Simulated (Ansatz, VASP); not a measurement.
## Two plane-wave programs on Sb2As

```
Sb As
1.0
     5.31646    0.00000    0.00000
     0.00000    6.48870    0.00000
     0.00000    0.00000    4.05068
Sb As
4 2
Direct
  0.20040 0.37870 0.00000
  0.79960 0.62130 0.00000
  0.70040 0.12130 0.50000
  0.29960 0.87870 0.50000
  0.00000 0.00000 0.00000
  0.50000 0.50000 0.50000
```

Alike in both runs: task single point; functional PBE; k mesh 4 × 4 × 4; occupations gaussian, width 0.1 eV; no spin polarisation.

```csv
,VASP,Ansatz
version,VASP 6.6.1,Ansatz 0.2.0
potentials or method,"VASP PAW PBE potentials, release 64 (Sb, As), cutoff 520 eV","scalar-relativistic, plane waves, PAW"
valence electrons in the cell,30,90
```

|  | VASP | Ansatz | Ansatz less VASP |
| --- | --- | --- | --- |
| gap on the k mesh at the Fermi level (eV) | none | none | - |
| pressure (GPa) | 19.6 | 19.3 | -0.27 |
| traceless stress, the component that is largest in VASP (GPa) | -3.48 | -3.37 | +0.110 |
| rms of the force components (eV/Å) | 0.274 | 0.253 | -0.0206 |

Atom by atom the forces differ by 0.023 eV/Å (rms over components). A gap of «none» marks a metal or a gap that the smearing closes. VASP's potentials hold 30 valence electrons a cell and Ansatz's 90, so a difference there can come from the potentials and not from the codes.

The k mesh is coarse, so the values compare programs but aren't converged. Neither program's run includes spin-orbit coupling.
